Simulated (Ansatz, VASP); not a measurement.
**One calculation of Ta3Ga, two programs**

The input INCAR:

```
SYSTEM = Ta3Ga
PREC     = Accurate       ! precision mode
ENCUT    = 600            ! plane-wave cutoff, eV
EDIFF    = 1E-6           ! SCF threshold, eV
ISMEAR   = 0              ! smearing method
SIGMA    = 0.1            ! smearing width, eV
LREAL    = .False.        ! projectors in reciprocal space
LASPH    = .True.         ! aspherical terms in the spheres
NELM     = 80             ! most SCF steps
ALGO     = Fast           ! electronic algorithm
ISIF     = 3              ! what is computed and relaxed
LWAVE    = .False.        ! write WAVECAR
LCHARG   = .False.        ! write CHGCAR
GGA      = PE             ! functional
IBRION   = 2              ! ionic algorithm
NSW      = 100            ! ionic steps
EDIFFG   = -0.01          ! ionic threshold
```

KPOINTS

```
Automatic mesh
0
Gamma
  12 12 12
  0 0 0
```

Contents of POSCAR:

```
Ta3Ga
1.0
    4.1236237777      0.0000000000      0.0000000000
    0.0000000000      4.1236237777      0.0000000000
    0.0000000000      0.0000000000      4.1236237777
Ta Ga
3 1
Direct
    0.0000000000      0.5000000000      0.5000000000
    0.5000000000      0.0000000000      0.5000000000
    0.5000000000      0.5000000000      0.0000000000
    0.0000000000      0.0000000000      0.0000000000
```

Input for Ansatz:

```yaml
crystal:
  lattice:
    - [4.1236237777, 0.0, 0.0]
    - [0.0, 4.1236237777, 0.0]
    - [0.0, 0.0, 4.1236237777]
  atoms:
    - { symbol: Ta, position: [0.0, 0.5, 0.5] }
    - { symbol: Ta, position: [0.5, 0.0, 0.5] }
    - { symbol: Ta, position: [0.5, 0.5, 0.0] }
    - { symbol: Ga, position: [0.0, 0.0, 0.0] }
basis:
  ecutwfc: 420
kpoints:
  mp_grid: { grid: [12, 12, 12] }
hamiltonian:
  xc: pbe
scf:
  occupations: { method: gaussian, width: 0.1 }
output:
  forces: true
  stress: true
  eigenvalues: true
relax:
  adjacent_minimum: "off"
  f_tol: 0.01
  max_steps: 80
  cell: { stress_tol: 0.05 }
```

Alike in both runs: task relaxation of cell and atoms; functional PBE; k mesh 12 × 12 × 12; occupations gaussian, width 0.1 eV; no spin polarisation.

```csv
,VASP,Ansatz
version,VASP 6.6.1,Ansatz 0.2.0
potentials or method,"VASP PAW PBE potentials, release 64 (Ta_pv, Ga_d), cutoff 600 eV","scalar-relativistic, plane waves, PAW"
valence electrons in the cell,46,52
```

```tsv
	VASP	Ansatz	Ansatz less VASP
gap on the k mesh at the Fermi level, each at its own relaxed structure (eV)	none	none	-
relaxed volume (Å³/atom)	17.48	17.47	-0.014
relaxed length of the cell vector where the two differ most in proportion (Å)	4.120	4.119	-0.0011
```

A gap of «none» marks a metal or a gap that the smearing closes. VASP's potentials hold 46 valence electrons a cell and Ansatz's 52, so a difference there can come from the potentials and not from the codes.

Neither program's run includes spin-orbit coupling.
